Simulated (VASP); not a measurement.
# Ir in VASP: a series of runs

The runs below take Ir through single point, with PBE.

Program: VASP 6.6.1. These are calculated values, not measurements. Logs are shortened: lines on timing, memory, paths and dates and some standing lists are left out, and cuts for length are marked.

### 1 The cell of the first run

It takes space group Fm-3m (No. 225, cubic). Conventional cell: a = 3.831 Å, b = 3.831 Å, c = 3.831 Å, α = 90.00°, β = 90.00°, γ = 90.00°. Within 3.6 Å of Ir (site symmetry m-3m) lie 12 Ir at 2.71 Å.

### 2 Single point, PBE

INCAR

```
SYSTEM = Ir
  PREC = Accurate
  ENCUT = 500
  EDIFF = 1E-6
  ISMEAR = -1
  SIGMA = 0.1
  LREAL = .FALSE.
  LASPH = .TRUE.
  NELM = 120
  ALGO = Normal
  ISIF = 2
  LWAVE = .FALSE.
  LCHARG = .FALSE.
  GGA = PE
  NBANDS = 10
  GGA_COMPAT = .FALSE.
```

KPOINTS

```
Automatic mesh
0
G
  15 15 15
  0 0 0
```

POSCAR

```
Ir
1.0
    0.0000000000      1.9156000000      1.9156000000
    1.9156000000      0.0000000000      1.9156000000
    1.9156000000      1.9156000000      0.0000000000
Ir
1
Direct
    0.0000000000      0.0000000000      0.0000000000
```

Potentials or basis: VASP PAW PBE potentials, release 64 (Ir).

Command:

```
$ cat potpaw_PBE.64/Ir/POTCAR > POTCAR
$ mpirun -np 1 vasp_std > vasp.out
```

OUTCAR:

```text
SYSTEM = Ir
   PREC = Accurate
   ENCUT = 500
   EDIFF = 1E-6
   ISMEAR = -1
   LREAL = .FALSE.
   LASPH = .TRUE.
   NELM = 120
   ISIF = 2
   GGA = PE

 ion  position               nearest neighbor table
   1  0.000  0.000  0.000-

  LATTYP: Found a face centered cubic cell.
 ALAT       =     3.8312000000

  Lattice vectors:

 A1 = (   0.0000000000,   1.9156000000,   1.9156000000)
 A2 = (   1.9156000000,   0.0000000000,   1.9156000000)
 A3 = (   1.9156000000,   1.9156000000,   0.0000000000)

Analysis of symmetry for initial positions (statically):
=====================================================================
 Subroutine PRICEL returns:
 Original cell was already a primitive cell.

 Routine SETGRP: Setting up the symmetry group for a
 face centered cubic supercell.

 Subroutine GETGRP returns: Found 48 space group operations
 (whereof 48 operations were pure point group operations)
 out of a pool of 48 trial point group operations.

The static configuration has the point symmetry O_h .

Analysis of symmetry for dynamics (positions and initial velocities):
=====================================================================
 Subroutine PRICEL returns:
 Original cell was already a primitive cell.

 Routine SETGRP: Setting up the symmetry group for a
 face centered cubic supercell.

 Subroutine GETGRP returns: Found 48 space group operations
 (whereof 48 operations were pure point group operations)
 out of a pool of 48 trial point group operations.

The dynamic configuration has the point symmetry O_h .

 Subroutine INISYM returns: Found 48 space group operations
 (whereof 48 operations are pure point group operations),
 and found     1 'primitive' translations

----------------------------------------------------------------------------------------

                                     Primitive cell

  volume of cell :      14.0587

  direct lattice vectors                    reciprocal lattice vectors
     0.000000000  1.915600000  1.915600000    -0.261014826  0.261014826  0.261014826
     1.915600000  0.000000000  1.915600000     0.261014826 -0.261014826  0.261014826
     1.915600000  1.915600000  0.000000000     0.261014826  0.261014826 -0.261014826

  length of vectors
     2.709067500  2.709067500  2.709067500     0.452090940  0.452090940  0.452090940

  position of ions in fractional coordinates (direct lattice)
[... 79 lines left out ...]
   EDIFFG = 0.1E-04   stopping-criterion for IOM
   NSW    =      0    number of steps for IOM
   IBRION =     -1    ionic relax: 0-MD 1-quasi-New 2-CG
   NFREE  =      0    steps in history (QN), initial steepest desc. (CG)
   ISIF   =      2    stress and relaxation
   ISYM   =      2    0-nonsym 1-usesym 2-fastsym
   POTIM  = 0.5000    time-step for ionic-motion
   TEBEG  =    0.0;   TEEND  =   0.0 temperature during run
   PSTRESS=    0.0 pullay stress
   NELECT =       9.0000    total number of electrons
   NUPDOWN=      -1.0000    fix difference up-down
   EMIN   =  10.00;   EMAX   =-10.00  energy-range for DOS
   EFERMI =   0.00;   METHOD = LEGACY
   ISMEAR =    -1;   SIGMA  =   0.10  broadening in eV -4-tet -1-fermi 0-gaus
   EFERMI_NEDOS =   21; number of points for ismear=-14 and -15
   IALGO  =     38    algorithm
   IMIX   =      4    mixing-type and parameters
     AMIX     =   0.40;   BMIX     =  1.00
     AMIX_MAG =   1.60;   BMIX_MAG =  1.00
  volume/ion in A,a.u.               =      14.06        94.87
  Fermi-wavevector in a.u.,A,eV,Ry     =   1.410937  2.666284 27.085691  1.990742
  Thomas-Fermi vector in A             =   2.532839
   LORBIT       =      0    0 simple, 1 ext, 2 COOP (PROOUT), +10 PAW based schemes
   GGA     = PE    functional components
   LHFCALC =     F    Hartree Fock is set to
   AEXX    =    0.0000 exact exchange contribution
   IVDW    =     0    specifies the selected vdW correction
   LEPSILON=     F    determine dielectric tensor
   LRPA    =     F    only Hartree local field effects (RPA)
 non-spin polarized calculation
  energy-cutoff  :      500.00
  volume of cell :       14.06
 maximum number of plane-waves:       366
   NGX =  9   NGY =  9   NGZ =  9

 number of electron       9.0000000 magnetization

 Free energy of the ion-electron system (eV)
  ---------------------------------------------------
  ext. energy  EPLUGINS =         0.00000000
  ---------------------------------------------------
  free energy    TOTEN  =        -8.85314803 eV

  energy without entropy =       -8.82565328  energy(sigma->0) =       -8.83940065

 E-fermi :  10.5277     XC(G=0): -14.0260

 val. band max:       10.4793933915   @ k =  -0.2667   0.0667   0.0000
 cond. band min:      10.5308138705   @ k =  -0.3333   0.3333   0.0000
 fundamental gap:      0.0514204791
 Fermi energy:        10.5277334109

 k-point     1 :       0.0000    0.0000    0.0000
  band No.  band energies     occupation
      1      -0.6715      2.00000
      2       6.5921      2.00000
      3       6.5921      2.00000
      4       6.5921      2.00000
      5       9.3075      1.99999
      6       9.3075      1.99999
      7      24.8291      0.00000
      8      30.4523      0.00000
      9      30.4523      0.00000
     10      30.4523      0.00000
[... 287 lines left out ...]
 k-point    24 :       0.2000    0.1333    0.0000
  band No.  band energies     occupation
      1       0.9887      2.00000
      2       5.5308      2.00000
      3       7.3808      2.00000
      4       7.4808      2.00000
      5       8.2801      2.00000
      6       9.7786      1.99888
      7      27.5546      0.00000
      8      27.6440      0.00000
      9      30.7642      0.00000
     10      31.2907      0.00000

 [... further k-points ...]

------------------------ aborting loop because EDIFF is reached ----------------------------------------

  FORCE on cell =-STRESS in cart. coord.  units (eV):
  Direction    XX          YY          ZZ          XY          YZ          ZX
  --------------------------------------------------------------------------------------
  -------------------------------------------------------------------------------------
  Total        1.0763568      1.0763568      1.0763568      0.0000000     -0.0000000      0.0000000
  in kB      122.6654774    122.6654774    122.6654774      0.0000000     -0.0000000      0.0000000
  external PRESSURE =     122.6654774 kB  Pullay stress =       0.0000000 kB

 VOLUME and BASIS-vectors are now :
 -----------------------------------------------------------------------------
  energy-cutoff  :      500.00
  volume of cell :       14.06
      direct lattice vectors                 reciprocal lattice vectors
     0.000000000  1.915600000  1.915600000    -0.261014826  0.261014826  0.261014826
     1.915600000  0.000000000  1.915600000     0.261014826 -0.261014826  0.261014826
     1.915600000  1.915600000  0.000000000     0.261014826  0.261014826 -0.261014826

 POSITION                                       TOTAL-FORCE (eV/Angst)
 -----------------------------------------------------------------------------------
      0.00000      0.00000      0.00000        -0.000000      0.000000      0.000000
 -----------------------------------------------------------------------------------
    total drift:                                0.000000      0.000000      0.000000

  FREE ENERGIE OF THE ION-ELECTRON SYSTEM (eV)
  ---------------------------------------------------
  free  energy   TOTEN  =        -8.8531480269 eV

  energy  without entropy=       -8.8256532760  energy(sigma->0) =       -8.83940065
```

Run time: 20 s. Hardware: 1 thread of Intel Xeon 8259CL, shared host; peak memory 0.14 GiB.

What came out:

| Quantity | Value |
| --- | --- |
| Free energy | -8.8531 eV |
| Pressure | 12.3 GPa |
| Band gap on the k mesh | zero (an odd number of electrons rules out a gap without spin polarisation) |

Caveat: the cell stands under pressure; spin-orbit coupling is left out, which moves the levels of the heavy elements.

### 3 Single point, PBE

INCAR

```
SYSTEM = Ir
PREC = Accurate ; ENCUT = 500
EDIFF = 1E-6 ; ISMEAR = -1
SIGMA = 0.1 ; LREAL = .FALSE.
LASPH = .TRUE. ; NELM = 120
ALGO = Normal ; ISIF = 2
LWAVE = .FALSE. ; LCHARG = .TRUE.
GGA = PE ; LELF = .TRUE.
LVHAR = .TRUE. ; NBANDS = 10
GGA_COMPAT = .FALSE.
```

KPOINTS is that of step 2.

POSCAR

```
Ir
1.0
   -0.0095780000      1.9156000000      1.9156000000
    1.9156000000     -0.0095780000      1.9156000000
    1.9060220000      1.9060220000      0.0000000000
Ir
1
Direct
    0.0000000000      0.0000000000      0.0000000000
```

Potentials or basis: VASP PAW PBE potentials, release 64 (Ir).

Command:

```
$ cat potpaw_PBE.64/Ir/POTCAR > POTCAR
$ mpirun -np 1 vasp_std > vasp.out
```

Wall time 70 s (1 thread of Intel Xeon 8259CL, shared host); peak memory 0.19 GiB.

Results (log left out):

| Item | Value |
| --- | --- |
| Free energy | -8.8518 eV |
| Pressure | 12.3 GPa |
| Band gap on the k mesh | zero (an odd number of electrons rules out a gap without spin polarisation) |

Stress tensor (GPa, compression positive):
```
12.35  2.95  0.00
 2.95 12.35  0.00
 0.00  0.00 12.26
```

Levels at points of the mesh, in eV from the Fermi level:
```tsv
k point	band 1	band 2	band 3	band 4	band 5	band 6	band 7	band 8
(0.00, 0.00, 0.00)	-11.20	-4.01	-3.94	-3.86	-1.22	-1.22	14.30	19.76
```

Caveat: the cell stands under pressure; spin-orbit coupling is left out, which moves the levels of the heavy elements.

The gap in the log of VASP goes by the Fermi energy; the results here count the filled bands.